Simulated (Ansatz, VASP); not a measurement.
## Zr: VASP beside Ansatz

File INCAR:

```
SYSTEM = Zr
ALGO = Normal ; EDIFF = 1E-8
ENCUT = 520 ; GGA = PS
ISIF = 2 ; ISMEAR = -1
LASPH = .TRUE. ; LCHARG = .FALSE.
LEFG = .TRUE. ; LREAL = .FALSE.
LWAVE = .FALSE. ; NBANDS = 12
NELM = 100 ; PREC = Accurate
SIGMA = 0.08
```

The input KPOINTS:

```
k-points
0
G
  14 14 14
  0 0 0
```

POSCAR

```
Zr
1.0
   -1.8462000000      1.8100000000      1.8100000000
    1.8100000000     -1.8462000000      1.8100000000
    1.8100000000      1.8100000000     -1.8462000000
Zr
1
Direct
    0.0000000000      0.0000000000      0.0000000000
```

Input for Ansatz:

```yaml
crystal:
  lattice:
    - [-1.8462, 1.81, 1.81]
    - [1.81, -1.8462, 1.81]
    - [1.81, 1.81, -1.8462]
  atoms:
    - { symbol: Zr, position: [0.0, 0.0, 0.0] }
kpoints:
  mp_grid: { grid: [14, 14, 14] }
scf:
  occupations: { method: fermi_dirac, width: 0.08 }
hamiltonian:
  xc: pbesol
  pseudopotentials: { kind: paw }
output:
  forces: true
  stress: true
  eigenvalues: true
  efg: { contact_densities: true }
```

Change from the starting cell: equal xy, yz and zx shear strains of -2 %, PAW files.

Alike in both runs: task electric field gradients; functional PBEsol; k mesh 14 × 14 × 14; occupations fermi-dirac, width 0.08 eV; no spin polarisation.

```csv
,VASP,Ansatz
version,VASP 6.6.1,Ansatz 0.2.0
potentials or method,"VASP PAW PBE potentials, release 64 (Zr_sv)","PAW with Ansatz's default frozen-core files, scalar-relativistic"
plane-wave cutoff (eV),520,420
valence electrons in the cell,12,12
```

Ansatz gave:

```
pressure (GPa)                                                : -6.7
traceless stress, the component that is largest in VASP (GPa) : 0.46
size of Vzz on the site where it differs most (V/Å²)          : 23.4
```

Task: Estimate VASP's values.

Result: Pressure (GPa): -6.6; traceless stress, the component that is largest in VASP (GPa): 0.47; size of Vzz on the site where it differs most (V/Å²): 24.8.

VASP's potentials were made for PBE, not for PBEsol.
